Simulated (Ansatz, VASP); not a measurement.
**KBr in VASP and in Ansatz**

```xyz
2
Lattice="0.0000 3.3748 3.4571 3.3748 0.0000 3.4571 3.3748 3.3748 0.0000" Properties=species:S:1:pos:R:3 pbc="T T T"
K     0.0000    0.0000    0.0000
Br    3.3748    3.3748    3.4571
```

Change from the starting cell: strain +0.025 along x and y, +0.050 along z, atoms carried along.

Alike in both runs: task single point; functional PBE; k mesh 6 × 6 × 6; occupations gaussian, width 0.05 eV; no spin polarisation.

```csv
,VASP,Ansatz
version,VASP 6.6.1,Ansatz 0.2.0
potentials or method,"VASP PAW PBE potentials, release 64 (K_sv, Br), cutoff 520 eV","scalar-relativistic, plane waves, PAW"
valence electrons in the cell,16,16
```

```tsv
	VASP	Ansatz	Ansatz less VASP
gap on the k mesh at the Fermi level (eV)	4.20	4.20	+0.001
least direct gap on the mesh (eV)	4.20	4.20	+0.001
pressure (GPa)	-0.5	-0.5	-0.02
traceless stress, the component that is largest in VASP (GPa)	-0.30	-0.30	+0.005
```

With one functional, cell and mesh, what is left measures potentials, basis and numerics.
